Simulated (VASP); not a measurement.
Wanted: the native input for a VASP 6.6.1 run.

```yaml
Task: single point
Functional: PBE
Potentials_or_basis: VASP PAW PBE potentials, release 64 (Zr_sv, Si)
Cutoff: 520 eV
k_mesh: 8 × 8 × 8
Occupations: gaussian, width 0.05 eV
Spin: no spin polarisation
Dipole_correction: no
Further_INCAR_settings: ALGO = Normal; EDIFF = 1e-06; NBANDS = 20
```

The structure of ZrSi3 lies in POSCAR:

```
ZrSi3
1.0
    3.9360186110      0.0000000000      0.0000000000
    0.0000000000      3.9360186110      0.0000000000
    0.0000000000      0.0000000000      3.9360186110
Zr Si
1 3
Direct
    0.0000000000      0.0000000000      0.0000000000
    0.0000000000      0.5000000000      0.5000000000
    0.5000000000      0.5000000000      0.0000000000
    0.5000000000      0.0000000000      0.5000000000
```

These files were run (other wordings do the same):

INCAR

```
PREC     = Accurate       # precision mode
ENCUT    = 520            # plane-wave cutoff, eV
EDIFF    = 1E-6           # SCF threshold, eV
ISMEAR   = 0              # smearing method
SIGMA    = 0.05           # smearing width, eV
LREAL    = F              # projectors in reciprocal space
LASPH    = T              # aspherical terms in the spheres
NELM     = 60             # most SCF steps
ALGO     = Normal         # electronic algorithm
ISIF     = 2              # what is computed and relaxed
LWAVE    = F              # write WAVECAR
LCHARG   = F              # write CHGCAR
GGA      = PE             # functional
NBANDS   = 20             # bands
```

KPOINTS

```
Automatic mesh
0
Gamma
  8 8 8
```

Potentials or basis: VASP PAW PBE potentials, release 64 (Zr_sv, Si).

Command:

```sh
$ cat potpaw_PBE.64/Zr_sv/POTCAR potpaw_PBE.64/Si/POTCAR > POTCAR
$ mpirun -np 1 vasp_std > vasp.out
```

Results of the run:

* Pressure: 5.1 GPa
* Band gap on the k mesh: zero (bands 12 and 13 overlap by 2.52 eV)

Caveat: the cell stands under pressure.

It took 51 s on 1 thread of AMD EPYC 7R13 (shared host), peak memory 0.16 GiB.
